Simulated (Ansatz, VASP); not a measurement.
# KTaO3: VASP beside Ansatz

The input INCAR:

```
SYSTEM = KTaO3
ALGO = Normal ; EDIFF = 1E-6
ENCUT = 520 ; GGA = PS
ISIF = 2 ; ISMEAR = -1
IVDW = 13 ; LASPH = .TRUE.
LCHARG = .FALSE. ; LREAL = .FALSE.
LWAVE = .FALSE. ; NBANDS = 27
NELM = 60 ; PREC = Accurate
SIGMA = 0.05
```

The input KPOINTS:

```
k-points
0
G
  7 7 7
  0 0 0
```

Contents of POSCAR:

```
KTaO3
1.0
    3.9883000000      0.0000000000      0.0000000000
    0.0000000000      3.9883000000      0.0000000000
    0.0000000000      0.0000000000      3.9883000000
Ta K O
1 1 3
Direct
    0.0000000000      0.0000000000      0.0000000000
    0.5000000000      0.5000000000      0.5000000000
    0.0000000000      0.0000000000      0.5000000000
    0.0000000000      0.5000000000      0.0000000000
    0.5000000000      0.0000000000      0.0000000000
```

File input.yaml:

```yaml
crystal:
  lattice:
    - [3.9883, 0.0, 0.0]
    - [0.0, 3.9883, 0.0]
    - [0.0, 0.0, 3.9883]
  atoms:
    - { symbol: Ta, position: [0.0, 0.0, 0.0] }
    - { symbol: K, position: [0.5, 0.5, 0.5] }
    - { symbol: O, position: [0.0, 0.0, 0.5] }
    - { symbol: O, position: [0.0, 0.5, 0.0] }
    - { symbol: O, position: [0.5, 0.0, 0.0] }
hamiltonian:
  xc: pbesol
  pseudopotentials: { kind: paw }
  dispersion: d4
kpoints:
  mp_grid: { grid: [7, 7, 7] }
scf:
  occupations: { method: fermi_dirac, width: 0.05 }
output:
  forces: true
  stress: true
  eigenvalues: true
  write_density: true
  write_potential: true
  elf: true
  volumetric_format: npy
```

Alike in both runs: task single point; functional PBEsol; dispersion D4; k mesh 7 × 7 × 7; occupations fermi-dirac, width 0.05 eV; no spin polarisation.

|  | VASP | Ansatz |
| --- | --- | --- |
| version | VASP 6.6.1 | Ansatz 0.2.0 |
| potentials or method | VASP PAW PBE potentials, release 64 (Ta_pv, K_sv, O) | Ansatz PAW |
| plane-wave cutoff (eV) | 520 | 420 |
| valence electrons in the cell | 38 | 40 |

VASP gave:

| Property | Result |
| --- | --- |
| gap on the k mesh at the Fermi level (eV) | 2.14 |
| least direct gap on the mesh (eV) | 2.71 |
| pressure (GPa) | -0.9 |

Question: Estimate Ansatz's values.

Answer: gap on the k mesh at the Fermi level (eV): 2.19; least direct gap on the mesh (eV): 2.74; pressure (GPa): -1.6.

VASP's potentials were made for PBE, not for PBEsol. VASP's potentials hold 38 valence electrons a cell and Ansatz's 40, so a difference there can come from the potentials and not from the codes.

Spin-orbit coupling is off throughout. Noted on Ansatz's run: odd divisions of the mesh miss points on the zone boundary, where band edges often lie, so the gap on the mesh can be too wide.
